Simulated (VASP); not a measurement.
# Cr (I4/mmm) in VASP: notebook

The runs below take Cr through electric field gradients, with PBE.

Everything below comes from runs of VASP 6.6.1. Logs are shortened: lines on timing, memory, paths and dates and some standing lists are left out, and cuts for length are marked.

## Step 1: The cell of the first run

Symmetry: I4/mmm, No. 139, tetragonal system. The conventional cell has a = 2.884 Å, b = 2.884 Å, c = 2.855 Å, α = 90.00°, β = 90.00°, γ = 90.00°. Within 3.3 Å of Cr (site symmetry 4/mmm) lie 14 Cr at 2.49 to 2.88 Å.

## Step 2: Electric field gradients, PBE, collinear spin, ferromagnetic start (zz strain of -1 %)

Input file INCAR:

```
PREC = Accurate ; ENCUT = 520
EDIFF = 1E-8 ; ISMEAR = -1
SIGMA = 0.08 ; LREAL = F
LASPH = T ; NELM = 150
ALGO = Normal ; ISIF = 2
LWAVE = F ; LCHARG = F
ISPIN = 2 ; MAGMOM = 3
LORBIT = 11 ; LMAXMIX = 4
GGA = PE ; LEFG = T
NBANDS = 16
```

Input file KPOINTS:

```
regular mesh
0
Gamma
  18 18 18
```

Input file POSCAR:

```
Cr
1.0
   -1.4419500000      1.4419500000      1.4275305000
    1.4419500000     -1.4419500000      1.4275305000
    1.4419500000      1.4419500000     -1.4275305000
Cr
1
Direct
    0.0000000000      0.0000000000      0.0000000000
```

Potentials or basis: VASP PAW PBE potentials, release 64 (Cr_pv).

The run is started by

```bash
> cat potpaw_PBE.64/Cr_pv/POTCAR > POTCAR
> mpirun -np 1 vasp_std > vasp.out
```

OUTCAR:

```text
PREC = Accurate
   ENCUT = 520
   EDIFF = 1E-8
   ISMEAR = -1
   LREAL = F
   LASPH = T
   NELM = 150
   ISIF = 2
   ISPIN = 2
   LORBIT = 11
   GGA = PE

 ion  position               nearest neighbor table
   1  0.000  0.000  0.000-

  LATTYP: Found a body centered tetragonal cell.
 ALAT       =     2.8839000000
 C/A-ratio  =     0.9900000000

  Lattice vectors:

 A1 = (  -1.4419500000,   1.4419500000,   1.4275305000)
 A2 = (   1.4419500000,  -1.4419500000,   1.4275305000)
 A3 = (   1.4419500000,   1.4419500000,  -1.4275305000)

Analysis of symmetry for initial positions (statically):
=====================================================================
 Subroutine PRICEL returns:
 Original cell was already a primitive cell.

 Routine SETGRP: Setting up the symmetry group for a
 body centered tetragonal supercell.

 Subroutine GETGRP returns: Found 16 space group operations
 (whereof 16 operations were pure point group operations)
 out of a pool of 16 trial point group operations.

The static configuration has the point symmetry D_4h.

Analysis of symmetry for dynamics (positions and initial velocities):
=====================================================================
 Subroutine PRICEL returns:
 Original cell was already a primitive cell.

 Routine SETGRP: Setting up the symmetry group for a
 body centered tetragonal supercell.

 Subroutine GETGRP returns: Found 16 space group operations
 (whereof 16 operations were pure point group operations)
 out of a pool of 16 trial point group operations.

The dynamic configuration has the point symmetry D_4h.

Analysis of structural, dynamic, and magnetic symmetry:
=====================================================================
 Subroutine PRICEL returns:
 Original cell was already a primitive cell.

 Routine SETGRP: Setting up the symmetry group for a
 body centered tetragonal supercell.

 Subroutine GETGRP returns: Found 16 space group operations
 (whereof 16 operations were pure point group operations)
 out of a pool of 16 trial point group operations.

The overall configuration has the point symmetry D_4h.

 Subroutine INISYM returns: Found 16 space group operations
 (whereof 16 operations are pure point group operations),
 and found     1 'primitive' translations

[... 149 lines left out ...]

 k-point     1 :       0.0000    0.0000    0.0000
  band No.  band energies     occupation
      1     -32.1806      1.00000
      2     -32.1806      1.00000
      3     -32.1758      1.00000
      4       2.8285      1.00000
      5       9.6536      0.99999
      6       9.7346      0.99998
[... 435 lines left out ...]
      5       9.1590      1.00000
      6       9.4444      1.00000
[... 8 lines left out ...]
     15      38.8438      0.00000
     16      40.2258      0.00000

 [... further k-points ...]

 spin component 2

 k-point     1 :       0.0000    0.0000    0.0000
  band No.  band energies     occupation
      1     -32.1806      1.00000
      2     -32.1806      1.00000
      3     -32.1758      1.00000
      4       2.8285      1.00000
      5       9.6536      0.99999
      6       9.7346      0.99998
[... 435 lines left out ...]
      5       9.1590      1.00000
      6       9.4444      1.00000
[... 8 lines left out ...]
     15      38.8438      0.00000
     16      40.2258      0.00000

 [... further k-points ...]

------------------------ aborting loop because EDIFF is reached ----------------------------------------

  FORCE on cell =-STRESS in cart. coord.  units (eV):
  Direction    XX          YY          ZZ          XY          YZ          ZX
  --------------------------------------------------------------------------------------
  -------------------------------------------------------------------------------------
  Total       -0.5973219     -0.5973219     -0.3613631      0.0000000      0.0000000      0.0000000
  in kB      -80.6070835    -80.6070835    -48.7650364      0.0000000      0.0000000      0.0000000
  external PRESSURE =     -69.9930678 kB  Pullay stress =       0.0000000 kB

 VOLUME and BASIS-vectors are now :
 -----------------------------------------------------------------------------
  energy-cutoff  :      520.00
  volume of cell :       11.87
      direct lattice vectors                 reciprocal lattice vectors
    -1.441950000  1.441950000  1.427530500     0.000000000  0.346752661  0.350255213
     1.441950000 -1.441950000  1.427530500     0.346752661  0.000000000  0.350255213
     1.441950000  1.441950000 -1.427530500     0.346752661  0.346752661  0.000000000

 POSITION                                       TOTAL-FORCE (eV/Angst)
 -----------------------------------------------------------------------------------
      0.00000      0.00000      0.00000        -0.000000      0.000000      0.000000
 -----------------------------------------------------------------------------------
    total drift:                                0.000000      0.000000      0.000000

  FREE ENERGIE OF THE ION-ELECTRON SYSTEM (eV)
  ---------------------------------------------------
  free  energy   TOTEN  =        -9.5135592695 eV

  energy  without entropy=       -9.4963065394  energy(sigma->0) =       -9.50493290

 Electric field gradients (V/A^2)
---------------------------------------------------------------------
 ion       V_xx      V_yy      V_zz      V_xy      V_xz      V_yz
---------------------------------------------------------------------
   1       1.053     1.053    -2.107    -0.002    -0.003    -0.003
---------------------------------------------------------------------

 Electric field gradients after diagonalization (V/A^2)
 (convention: |V_zz| > |V_xx| > |V_yy|)
----------------------------------------------------------------------
 ion       V_xx      V_yy      V_zz     asymmetry (V_yy - V_xx)/ V_zz
----------------------------------------------------------------------
   1       1.056     1.051    -2.107       0.002
----------------------------------------------------------------------

           NMR quadrupolar parameters

 Cq : quadrupolar parameter    Cq=e*Q*V_zz/h
 eta: asymmetry parameters     (V_yy - V_xx)/ V_zz
 Q  : nuclear electric quadrupole moment in mb (millibarn)
----------------------------------------------------------------------
 ion       Cq(MHz)       eta       Q (mb)
----------------------------------------------------------------------
   1      -0.005       0.002       1.000
----------------------------------------------------------------------

 total charge

# of ion       s       p       d       tot
------------------------------------------
    1        0.430   6.389   4.180  10.999

 magnetization (x)

# of ion       s       p       d       tot
------------------------------------------
    1       -0.000  -0.000   0.000   0.000
```

It took 1.9 min on 1 thread of Intel Xeon 6975P-C (Granite Rapids), shared host; peak memory 0.24 GiB.

What came out:

```
Free energy                                           : -9.5136 eV
Pressure                                              : -7.0 GPa
Band gap on the k mesh                                : zero (filled and empty bands overlap)
Net moment                                            : 0.00 μB per cell
Largest electric field gradient by atom               : Cr -2.1 V/Å²
Valence electrons inside the program's atomic spheres : Cr 11.00
```

Levels at points of the mesh, in eV from the Fermi level:
Spin up:
```
           k point  band 2  band 3  band 4  band 5  band 6  band 7  band 8  band 9  band 10  band 11
(0.00, 0.00, 0.00)  -42.77  -42.77   -7.76   -0.94   -0.86   -0.86    1.05    1.14     7.08    22.01
(0.50, 0.00, 0.00)  -43.04  -42.78   -4.30   -2.40    1.07    1.11    1.44    2.72     7.08     9.62
(0.50, 0.50, 0.00)  -43.03  -42.77   -4.30   -2.31    0.98    1.03    1.39    2.71     7.08     9.53
(0.50, 0.50, 0.50)  -43.36  -43.33   -4.17   -4.13    2.34    2.34    2.35    7.08    10.24    10.24
```
Spin down:
| k point | band 2 | band 3 | band 4 | band 5 | band 6 | band 7 | band 8 | band 9 | band 10 | band 11 |
| --- | --- | --- | --- | --- | --- | --- | --- | --- | --- | --- |
| (0.00, 0.00, 0.00) | -42.77 | -42.77 | -7.76 | -0.94 | -0.86 | -0.86 | 1.05 | 1.14 | 7.08 | 22.01 |
| (0.50, 0.00, 0.00) | -43.04 | -42.78 | -4.30 | -2.40 | 1.07 | 1.11 | 1.44 | 2.72 | 7.08 | 9.62 |
| (0.50, 0.50, 0.00) | -43.03 | -42.77 | -4.30 | -2.31 | 0.98 | 1.03 | 1.39 | 2.71 | 7.08 | 9.53 |
| (0.50, 0.50, 0.50) | -43.36 | -43.33 | -4.17 | -4.13 | 2.34 | 2.34 | 2.35 | 7.08 | 10.24 | 10.24 |

Electric field gradients, principal values (V/Å²):
| atom | least | middle | greatest (by size) |
| --- | --- | --- | --- |
| 1 Cr | 1.051 | 1.056 | -2.107 |

Caveat: the cell differs from its parent crystal (zz strain of -1 %); the cell stands under tension; without QUAD_EFG the Cq values of the log hold for a quadrupole moment of 1 mb, not for the nuclei.

## Step 3: Electric field gradients, PBE, collinear spin, ferromagnetic start (x and y stretched by -2 %, z held)

Input file INCAR:

```
SYSTEM = Cr
  ALGO = Normal
  EDIFF = 1E-8
  ENCUT = 520
  GGA = PE
  ISIF = 2
  ISMEAR = -1
  ISPIN = 2
  LASPH = .True.
  LCHARG = .False.
  LEFG = .True.
  LMAXMIX = 4
  LORBIT = 11
  LREAL = .False.
  LWAVE = .False.
  MAGMOM = 3
  NBANDS = 16
  NELM = 150
  PREC = Accurate
  SIGMA = 0.08
```

Input file KPOINTS:

```
k-points
0
Gamma
  18 18 18
  0 0 0
```

Input file POSCAR:

```
Cr
1.0
   -1.4131110000      1.4131110000      1.4419500000
    1.4131110000     -1.4131110000      1.4419500000
    1.4131110000      1.4131110000     -1.4419500000
Cr
1
Direct
    0.0000000000      0.0000000000      0.0000000000
```

Potentials or basis: VASP PAW PBE potentials, release 64 (Cr_pv).

The run is started by

```bash
> cat potpaw_PBE.64/Cr_pv/POTCAR > POTCAR
> mpirun -np 1 vasp_std > vasp.out
```

OUTCAR:

```text
SYSTEM = Cr
   EDIFF = 1E-8
   ENCUT = 520
   GGA = PE
   ISIF = 2
   ISMEAR = -1
   ISPIN = 2
   LASPH = .True.
   LORBIT = 11
   LREAL = .False.
   NELM = 150
   PREC = Accurate

 ion  position               nearest neighbor table
   1  0.000  0.000  0.000-

  LATTYP: Found a body centered tetragonal cell.
 ALAT       =     2.8262220000
 C/A-ratio  =     1.0204081633

  Lattice vectors:

 A1 = (  -1.4131110000,   1.4131110000,   1.4419500000)
[... 1145 lines left out ...]

  energy  without entropy=       -9.5016575601  energy(sigma->0) =       -9.51006971

 Electric field gradients (V/A^2)
---------------------------------------------------------------------
 ion       V_xx      V_yy      V_zz      V_xy      V_xz      V_yz
---------------------------------------------------------------------
   1      -2.115    -2.115     4.231    -0.001    -0.001    -0.001
---------------------------------------------------------------------

 Electric field gradients after diagonalization (V/A^2)
 (convention: |V_zz| > |V_xx| > |V_yy|)
----------------------------------------------------------------------
 ion       V_xx      V_yy      V_zz     asymmetry (V_yy - V_xx)/ V_zz
----------------------------------------------------------------------
   1      -2.116    -2.114     4.231       0.001
----------------------------------------------------------------------

           NMR quadrupolar parameters

 Cq : quadrupolar parameter    Cq=e*Q*V_zz/h
 eta: asymmetry parameters     (V_yy - V_xx)/ V_zz
 Q  : nuclear electric quadrupole moment in mb (millibarn)
----------------------------------------------------------------------
 ion       Cq(MHz)       eta       Q (mb)
----------------------------------------------------------------------
   1       0.010       0.001       1.000
----------------------------------------------------------------------

 total charge

# of ion       s       p       d       tot
------------------------------------------
    1        0.442   6.408   4.215  11.064

 magnetization (x)

# of ion       s       p       d       tot
------------------------------------------
    1        0.000   0.000   0.000   0.000
```

stdout:

```text
POSCAR found type information on POSCAR Cr
 POSCAR found :  1 types and       1 ions
 scaLAPACK will be used
 LDA part: xc-table for (Slater+PW92), standard interpolation
 POSCAR, INCAR and KPOINTS ok, starting setup
 FFT: planning ... GRIDC
 FFT: planning ... GRID_SOFT
 FFT: planning ... GRID
 WAVECAR not read
 entering main loop
ion   1
```

It took 80 s on 1 thread of Intel Xeon 6975P-C (Granite Rapids), shared host; peak memory 0.23 GiB.

What came out:

- Free energy: -9.5185 eV
- Pressure: 0.4 GPa
- Band gap on the k mesh: zero (filled and empty bands overlap)
- Net moment: 0.00 μB per cell
- Largest electric field gradient by atom: Cr +4.2 V/Å²
- Valence electrons inside the program's atomic spheres: Cr 11.06

Levels at points of the mesh, in eV from the Fermi level:
Spin up:
```tsv
k point	band 3	band 4	band 5	band 6	band 7	band 8	band 9	band 10
(0.00, 0.00, 0.00)	-42.73	-7.88	-0.98	-0.98	-0.81	1.05	1.22	7.10
(0.50, 0.00, 0.00)	-42.74	-4.45	-2.41	1.05	1.05	1.47	2.82	7.09
(0.50, 0.50, 0.00)	-42.75	-4.47	-2.61	1.24	1.25	1.54	2.85	7.09
(0.50, 0.50, 0.50)	-43.35	-4.37	-4.31	2.42	2.45	2.45	7.09	10.13
```
Spin down:
```tsv
k point	band 3	band 4	band 5	band 6	band 7	band 8	band 9	band 10
(0.00, 0.00, 0.00)	-42.73	-7.88	-0.98	-0.98	-0.81	1.05	1.22	7.10
(0.50, 0.00, 0.00)	-42.74	-4.45	-2.41	1.05	1.05	1.47	2.82	7.09
(0.50, 0.50, 0.00)	-42.75	-4.47	-2.61	1.24	1.25	1.54	2.85	7.09
(0.50, 0.50, 0.50)	-43.35	-4.37	-4.31	2.42	2.45	2.45	7.09	10.13
```

Electric field gradients, principal values (V/Å²):
| atom | least | middle | greatest (by size) |
| --- | --- | --- | --- |
| 1 Cr | -2.114 | -2.116 | 4.231 |

Caveat: the cell differs from its parent crystal (x and y stretched by -2 %, z held); without QUAD_EFG the Cq values of the log hold for a quadrupole moment of 1 mb, not for the nuclei.

(Continued in part 2 of 2.)
